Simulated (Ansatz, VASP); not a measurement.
# MgS in VASP and in Ansatz

```
Mg S
1.0
     3.99126    0.00000    0.00000
    -1.99563    3.45653    0.00000
     0.00000    0.00000   12.91185
Mg S
4 4
Direct
  0.66667 0.33333 0.03825
  0.00000 0.00000 0.28733
  0.00000 0.00000 0.78733
  0.33333 0.66667 0.53825
  0.66667 0.33333 0.22688
  0.00000 0.00000 0.97650
  0.00000 0.00000 0.47650
  0.33333 0.66667 0.72688
```

Alike in both runs: task single point; functional PBE; dispersion D3(BJ); k mesh 6 × 6 × 1; occupations gaussian, width 0.1 eV; no spin polarisation.

|  | VASP | Ansatz |
| --- | --- | --- |
| version | VASP 6.6.1 | Ansatz 0.2.0 |
| potentials or method | VASP PAW PBE potentials, release 64 (Mg, S), cutoff 520 eV | scalar-relativistic, plane waves, PAW |
| valence electrons in the cell | 32 | 64 |

```tsv
	VASP	Ansatz	Ansatz less VASP
gap on the k mesh at the Fermi level (eV)	3.55	3.56	+0.007
least direct gap on the mesh (eV)	3.55	3.56	+0.007
pressure (GPa)	-0.1	0.0	+0.14
```

VASP's potentials hold 32 valence electrons a cell and Ansatz's 64, so a difference there can come from the potentials and not from the codes.

The k mesh is coarse, so the values compare programs but aren't converged.
